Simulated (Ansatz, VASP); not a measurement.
# BP: VASP beside Ansatz

```
CELL_PARAMETERS angstrom
0.00000 2.26832 2.26832
2.26832 0.00000 2.26832
2.26832 2.26832 0.00000
ATOMIC_POSITIONS crystal
B 0.00000 0.00000 0.00000
P 0.25000 0.25000 0.25000
```

Alike in both runs: task single point; functional PBEsol; k mesh 6 × 6 × 6; no spin polarisation.

|  | VASP | Ansatz |
| --- | --- | --- |
| version | VASP 6.6.1 | Ansatz 0.2.0 |
| potentials or method | VASP PAW PBE potentials, release 64 (B, P) | plane waves |
| plane-wave cutoff (eV) | 520 | 420 |
| occupations | gaussian, width 0.01 eV | fixed |
| valence electrons in the cell | 8 | 8 |

|  | VASP | Ansatz | Ansatz less VASP |
| --- | --- | --- | --- |
| gap on the k mesh at the Fermi level (eV) | 1.22 | 1.22 | +0.003 |
| pressure (GPa) | -1.6 | -1.7 | -0.10 |

VASP's potentials were made for PBE, not for PBEsol.
